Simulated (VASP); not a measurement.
# InSb (F-43m) in VASP: vibrations by perturbation theory with PBEsol

Aim: the vibrations by perturbation theory of InSb with PBEsol.

All numbers are computed with VASP 6.6.1; they aren't measurements. Logs are shortened: lines on timing, memory, paths and dates and some standing lists are left out, and cuts for length are marked.

## Step 1: The cell of the first run

The structure is cubic, space group F-43m (No. 216). The conventional cell has a = 6.521 Å, b = 6.521 Å, c = 6.521 Å, α = 90.00°, β = 90.00°, γ = 90.00°. Within 3.7 Å of In (site symmetry -43m) lie 4 Sb at 2.82 Å. Within 3.7 Å of Sb (site symmetry -43m) lie 4 In at 2.82 Å.

## Step 2: Vibrations by perturbation theory, PBEsol

File INCAR:

```
PREC = Accurate
ENCUT = 520
EDIFF = 1E-8
ISMEAR = -1
SIGMA = 0.1
LREAL = F
LASPH = T
NELM = 80
ALGO = Normal
ISIF = 2
LWAVE = F
LCHARG = F
GGA = PS
NBANDS = 16
IBRION = 8
NSW = 1
```

File KPOINTS:

```
regular mesh
0
Gamma
  8 8 8
```

File POSCAR:

```
InSb
1.0
    0.0000000000      3.2605019224      3.2605019224
    3.2605019224      0.0000000000      3.2605019224
    3.2605019224      3.2605019224      0.0000000000
In Sb
1 1
Direct
    0.0000000000      0.0000000000      0.0000000000
    0.7500000000      0.7500000000      0.7500000000
```

Potentials or basis: VASP PAW PBE potentials, release 64 (In_d, Sb).

Run with:

```bash
cat potpaw_PBE.64/In_d/POTCAR potpaw_PBE.64/Sb/POTCAR > POTCAR
mpirun -np 1 vasp_std > vasp.out
```

OUTCAR:

```text
PREC = Accurate
   ENCUT = 520
   EDIFF = 1E-8
   ISMEAR = -1
   LREAL = F
   LASPH = T
   NELM = 80
   ISIF = 2
   GGA = PS
   IBRION = 8
   NSW = 1

 ion  position               nearest neighbor table
   1  0.000  0.000  0.000-   2 2.82   2 2.82   2 2.82   2 2.82
   2  0.750  0.750  0.750-   1 2.82   1 2.82   1 2.82   1 2.82

  LATTYP: Found a face centered cubic cell.
 ALAT       =     6.5210038448

  Lattice vectors:

 A1 = (   0.0000000000,   3.2605019224,   3.2605019224)
 A2 = (   3.2605019224,   0.0000000000,   3.2605019224)
 A3 = (   3.2605019224,   3.2605019224,   0.0000000000)

Analysis of symmetry for initial positions (statically):
=====================================================================
 Subroutine PRICEL returns:
 Original cell was already a primitive cell.

 Routine SETGRP: Setting up the symmetry group for a
 face centered cubic supercell.

 Subroutine GETGRP returns: Found 24 space group operations
 (whereof 24 operations were pure point group operations)
 out of a pool of 48 trial point group operations.

The static configuration has the point symmetry T_d .

Analysis of symmetry for dynamics (positions and initial velocities):
=====================================================================
 Subroutine PRICEL returns:
 Original cell was already a primitive cell.

 Routine SETGRP: Setting up the symmetry group for a
 face centered cubic supercell.

 Subroutine GETGRP returns: Found 24 space group operations
 (whereof 24 operations were pure point group operations)
 out of a pool of 48 trial point group operations.

The dynamic configuration has the point symmetry T_d .

 Subroutine INISYM returns: Found 24 space group operations
 (whereof 24 operations are pure point group operations),
 and found     1 'primitive' translations

----------------------------------------------------------------------------------------

                                     Primitive cell

  volume of cell :      69.3240

  direct lattice vectors                    reciprocal lattice vectors
     0.000000000  3.260501922  3.260501922    -0.153350623  0.153350623  0.153350623
     3.260501922  0.000000000  3.260501922     0.153350623 -0.153350623  0.153350623
     3.260501922  3.260501922  0.000000000     0.153350623  0.153350623 -0.153350623

  length of vectors
     4.611046039  4.611046039  4.611046039     0.265611070  0.265611070  0.265611070

  position of ions in fractional coordinates (direct lattice)
     0.000000000  0.000000000  0.000000000
     0.750000000  0.750000000  0.750000000

  ion indices of the primitive-cell ions
   primitive index   ion index
                 1           1
                 2           2

----------------------------------------------------------------------------------------

 KPOINTS: regular mesh

Automatic generation of k-mesh.
 Grid dimensions read from file:
 generate k-points for:    8    8    8

 Generating k-lattice:

  Cartesian coordinates                     Fractional coordinates (reciprocal lattice)
    -0.019168828  0.019168828  0.019168828     0.125000000  0.000000000  0.000000000
     0.019168828 -0.019168828  0.019168828     0.000000000  0.125000000  0.000000000
     0.019168828  0.019168828 -0.019168828     0.000000000  0.000000000  0.125000000

  Length of vectors
     0.033201384  0.033201384  0.033201384

  Shift w.r.t. Gamma in fractional coordinates (k-lattice)
     0.000000000  0.000000000  0.000000000

[... 67 lines left out ...]
   IALGO  =     38    algorithm
   IMIX   =      4    mixing-type and parameters
     AMIX     =   0.40;   BMIX     =  1.00
     AMIX_MAG =   1.60;   BMIX_MAG =  1.00
  volume/ion in A,a.u.               =      34.66       233.91
  Fermi-wavevector in a.u.,A,eV,Ry     =   1.044410  1.973650 14.841142  1.090793
  Thomas-Fermi vector in A             =   2.179162
   LORBIT       =      0    0 simple, 1 ext, 2 COOP (PROOUT), +10 PAW based schemes
   GGA     = PS    functional components
   LHFCALC =     F    Hartree Fock is set to
   AEXX    =    0.0000 exact exchange contribution
   IVDW    =     0    specifies the selected vdW correction
   LEPSILON=     F    determine dielectric tensor
   LRPA    =     F    only Hartree local field effects (RPA)
 non-spin polarized calculation
  energy-cutoff  :      520.00
  volume of cell :       69.32
 maximum number of plane-waves:      1893
 NGX is ok and might be reduce to    36
   NGX = 17   NGY = 17   NGZ = 17

--------------------------------------- Ionic step        1  -------------------------------------------

 number of electron      17.9999994 magnetization

 Free energy of the ion-electron system (eV)
  ---------------------------------------------------
  ext. energy  EPLUGINS =         0.00000000
  ---------------------------------------------------
  free energy    TOTEN  =        -7.69694761 eV

  energy without entropy =       -7.69423090  energy(sigma->0) =       -7.69558925

 E-fermi :   4.9005     XC(G=0):  -8.7858

 val. band max:        4.7607808735   @ k =   0.0000   0.0000   0.0000
 cond. band min:       5.1986805344   @ k =   0.5000   0.0000   0.0000
 fundamental gap:      0.4378996609
 Fermi energy:         4.9004705858

 k-point     1 :       0.0000    0.0000    0.0000
  band No.  band energies     occupation
      1      -9.7400      2.00000
      2      -9.7400      2.00000
      3      -9.7400      2.00000
      4      -9.6588      2.00000
      5      -9.6588      2.00000
      6      -5.8664      2.00000
[... 433 lines left out ...]
      3      -9.7116      2.00000
      4      -9.6627      2.00000
      5      -9.6571      2.00000
      6      -4.2706      2.00000
[... 8 lines left out ...]
     15      13.6377      0.00000
     16      14.0948      0.00000

 [... further k-points ...]
[... 5 lines left out ...]
  --------------------------------------------------------------------------------------
  -------------------------------------------------------------------------------------
  Total       -0.0003817     -0.0003817     -0.0003817      0.0000000      0.0000000     -0.0000000
  in kB       -0.0088212     -0.0088212     -0.0088212      0.0000000      0.0000000     -0.0000000
  external PRESSURE =      -0.0088212 kB  Pullay stress =       0.0000000 kB

 VOLUME and BASIS-vectors are now :
 -----------------------------------------------------------------------------
  energy-cutoff  :      520.00
  volume of cell :       69.32
      direct lattice vectors                 reciprocal lattice vectors
     0.000000000  3.260501922  3.260501922    -0.153350623  0.153350623  0.153350623
     3.260501922  0.000000000  3.260501922     0.153350623 -0.153350623  0.153350623
     3.260501922  3.260501922  0.000000000     0.153350623  0.153350623 -0.153350623

 POSITION                                       TOTAL-FORCE (eV/Angst)
 -----------------------------------------------------------------------------------
      0.00000      0.00000      0.00000        -0.000000      0.000000     -0.000000
      4.89075      4.89075      4.89075         0.000000     -0.000000      0.000000
 -----------------------------------------------------------------------------------
    total drift:                                0.000000      0.000000      0.000000

  FREE ENERGIE OF THE ION-ELECTRON SYSTEM (eV)
  ---------------------------------------------------
  free  energy   TOTEN  =        -7.6969476055 eV

  energy  without entropy=       -7.6942308996  energy(sigma->0) =       -7.69558925

[... ionic steps 2 to 3 ...]

--------------------------------------- Ionic step        4  -------------------------------------------

------------------------ aborting loop because EDIFF is reached ----------------------------------------

[... ionic steps 5 to 6 ...]

--------------------------------------- Ionic step        7  -------------------------------------------

 Free energy of the ion-electron system (eV)
  ---------------------------------------------------
  ---------------------------------------------------
  free energy    TOTEN  =        -0.02706404 eV

  energy without entropy =       -0.02706404

------------------------ aborting loop because EDIFF is reached ----------------------------------------

 INTERNAL STRAIN TENSOR  FOR ION    2  DIRECTION 1   (eV/Angst):
 -----------------------------------------------------------------------------
    -0.00471  0.00000  0.00000
     0.00000  0.00488  6.88525
     0.00000  6.88525  0.00488

 INTERNAL STRAIN TENSOR FOR ION    2 for displacements in x,y,z  (eV/Angst):
          X           Y           Z          XY          YZ          ZX
  --------------------------------------------------------------------------------
  x     0.00000     0.00000     0.00000     0.00000     6.88525     0.00000
  y    -0.00000     0.00000    -0.00000     0.00000     0.00000     6.88525
  z     0.00000     0.00000     0.00000     6.88525     0.00000     0.00000

 SECOND DERIVATIVES (NOT SYMMETRIZED)
 ------------------------------------
               1X          1Y          1Z          2X          2Y          2Z
  1X    -6.491952    0.000000    0.000000    6.491952    0.000000    0.000000
  1Y     0.000000   -6.491952    0.000000    0.000000    6.491952    0.000000
  1Z     0.000000    0.000000   -6.491952    0.000000    0.000000    6.491952
  2X     6.494408    0.000000    0.000000   -6.494408    0.000000    0.000000
  2Y     0.000000    6.494408    0.000000    0.000000   -6.494408    0.000000
  2Z     0.000000    0.000000    6.494408    0.000000    0.000000   -6.494408

 Eigenvectors and eigenvalues of the dynamical matrix
 ----------------------------------------------------

   1 f  =    5.182208 THz    32.560771 2PiTHz  172.859843 cm-1    21.431879 meV
             X         Y         Z           dx          dy          dz
      0.000000  0.000000  0.000000    -0.717323    0.000000    0.000000
      4.890753  4.890753  4.890753     0.696741    0.000000    0.000000
[... 21 lines left out ...]
   6 f/i=    0.000490 THz     0.003078 2PiTHz    0.016338 cm-1     0.002026 meV
             X         Y         Z           dx          dy          dz
      0.000000  0.000000  0.000000     0.000000   -0.489201   -0.496115
      4.890753  4.890753  4.890753     0.000000   -0.503653   -0.510770

--------------------------------------------------------------------------------------------------------

 ELASTIC MODULI CONTR FROM IONIC RELAXATION (kBar)
 Direction    XX          YY          ZZ          XY          YZ          ZX
 --------------------------------------------------------------------------------
 XX          -0.0000     -0.0000     -0.0000     -0.0000      0.0000      0.0000
 YY          -0.0000     -0.0000     -0.0000     -0.0000     -0.0000     -0.0000
 ZZ          -0.0000     -0.0000     -0.0000     -0.0000     -0.0000      0.0000
 XY          -0.0000     -0.0000     -0.0000   -170.0653     -0.0000     -0.0000
 YZ           0.0000     -0.0000     -0.0000     -0.0000   -170.0653     -0.0000
 ZX           0.0000     -0.0000      0.0000     -0.0000     -0.0000   -170.0653
 --------------------------------------------------------------------------------
```

Wall time 3.6 min (1 thread of AMD EPYC 9R45 (Zen 5), shared host); peak memory 0.39 GiB.

What came out:

```
Highest phonon frequency at Γ, LO-TO splitting left out : 173 cm⁻¹
```

Phonon frequencies in cm⁻¹ (negative: imaginary):
| q point | frequencies |
| --- | --- |
| (0.000, 0.000, 0.000) | 0 0 0 173 173 173 |

Caveat: the PAW data sets were made with another functional, which shifts forces and pressure a little; spin-orbit coupling is left out, which moves the levels of the heavy elements.
